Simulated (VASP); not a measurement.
The system is SnTe.

```
Sn Te
1.0
     0.00000    3.12554    3.12554
     3.12554    0.00000    3.12554
     3.12554    3.12554    0.00000
Sn Te
1 1
Cartesian
  0.0000 0.0000 0.0000
  3.1255 3.1255 3.1255
```

This cell differs from its parent crystal: strain -2.0%.

Base run:

* Program: VASP 6.6.1
* Functional: r2SCAN
* Potentials or basis: VASP PAW PBE potentials, release 64 (Sn_d, Te)
* Cutoff: 520 eV
* k mesh: 8 × 8 × 8
* Occupations: fermi-dirac, width 0.02 eV
* Spin: no spin polarisation

Its results: band gap on the k mesh 0.05 eV; pressure 2.9 GPa.

Q: The run is repeated on the same cell with these changes: functional from r2SCAN to PBE. What comes out?

A: Band gap on the k mesh 0.17 eV; pressure 3.5 GPa.

Caveats: spin-orbit coupling is left out, which moves the levels of the heavy elements; the PAW data sets were made with another functional, which shifts forces and pressure a little (at least some runs); the cell stands under pressure (at least some runs).

A k mesh can miss the band edges.
